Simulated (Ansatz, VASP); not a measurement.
# Si in VASP and in Ansatz

File INCAR:

```
SYSTEM = Si
PREC = Accurate
ENCUT = 500
EDIFF = 1E-6
ISMEAR = 0
SIGMA = 0.025
LREAL = .FALSE.
LASPH = .TRUE.
NELM = 200
ALGO = Normal
ISIF = 2
LWAVE = .FALSE.
LCHARG = .FALSE.
ISPIN = 2
MAGMOM = 0.5 0.5
LORBIT = 11
NUPDOWN = 1.0
GGA = LIBXC
LIBXC1 = GGA_X_PBE_SOL
LIBXC2 = GGA_C_PBE
NBANDS = 15
GGA_COMPAT = .FALSE.
```

File KPOINTS:

```
Automatic mesh
0
G
  8 8 8
  0 0 0
```

The input POSCAR:

```
Si
1.0
    0.0000000000      2.6662876123      2.6662876123
    2.6662876123      0.0000000000      2.6662876123
    2.6662876123      2.6662876123      0.0000000000
Si
2
Direct
    0.5000000000      0.5000000000      0.5000000000
    0.7500000000      0.7500000000      0.7500000000
```

The input input.yaml:

```yaml
crystal:
  lattice:
    - [0.0, 2.6662876123, 2.6662876123]
    - [2.6662876123, 0.0, 2.6662876123]
    - [2.6662876123, 2.6662876123, 0.0]
  atoms:
    - { symbol: Si, position: [0.5, 0.5, 0.5], spin: 0.5 }
    - { symbol: Si, position: [0.75, 0.75, 0.75], spin: 0.5 }
kpoints:
  mp_grid: { grid: [8, 8, 8] }
scf:
  occupations: { method: gaussian, width: 0.025 }
hamiltonian:
  xc: { exchange: pbesol, correlation: pbe }
  pseudopotentials: { kind: all_electron, lapw: { basis_error: 0.001 } }
magnetization:
  spin_polarized: true
  initial_magnetization: 1.0
  spin_locking: { lock_magnetization: hard }
output:
  forces: true
  stress: true
  eigenvalues: true
```

Change from the starting cell: volume scaled by 0.94.

Alike in both runs: task single point; functional pbesol exchange, pbe correlation; k mesh 8 × 8 × 8; occupations gaussian, width 0.025 eV; collinear spin; fixed moment 1 μB.

|  | VASP | Ansatz |
| --- | --- | --- |
| version | VASP 6.6.1 | Ansatz 0.2.0 |
| potentials or method | VASP PAW PBE potentials, release 64 (Si), cutoff 500 eV | all-electron LAPW, scalar-relativistic |

Ansatz gave:

| Quantity | Value |
| --- | --- |
| pressure (GPa) | 5.5 |
| size of the moment on the site where the two differ most (μB) | 0.26 |

**Question.** What did VASP give for the same quantities?

**Answer.** Pressure (GPa): 5.6; size of the moment on the site where the two differ most (μB): 0.17.

VASP's potentials were made for PBE, not for pbesol exchange, pbe correlation. Site moments also hang on the region over which each program counts them. Ansatz ran all-electron here, and VASP with PAW potentials.
